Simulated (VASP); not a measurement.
Ta, 1 atom in the cell. The structure is cubic, space group Im-3m (No. 229). The conventional cell has a = 3.308 Å, b = 3.308 Å, c = 3.308 Å, α = 90.00°, β = 90.00°, γ = 90.00°. Within 3.8 Å of Ta (site symmetry m-3m) lie 14 Ta at 2.87 to 3.31 Å. 

| Property | Result |
| --- | --- |
| Program | VASP 6.6.1 |
| Task | single point |
| Functional | PBE |
| Potentials or basis | VASP PAW PBE potentials, release 64 (Ta_pv) |
| Cutoff | 500 eV |
| k mesh | 14 × 14 × 14 |
| Occupations | methfessel-paxton, width 0.1 eV |
| Spin | no spin polarisation |
| Dipole correction | no |
| Further INCAR settings | ALGO = Normal; EDIFF = 1e-06; NBANDS = 12 |

Potentials or basis: VASP PAW PBE potentials, release 64 (Ta_pv).

Command:

```console
$ cat potpaw_PBE.64/Ta_pv/POTCAR > POTCAR
$ mpirun -np 1 vasp_std > vasp.out
```

Hardware: 1 thread of Intel(R) Xeon(R) 6975P-C (Granite Rapids), with other jobs on the host.

Estimate the wall time of this run.

It took 5.8 s on 1 thread of Intel(R) Xeon(R) 6975P-C (Granite Rapids), with other jobs on the host, peak memory 0.15 GiB. Counts: scf iterations 11, k points 104.
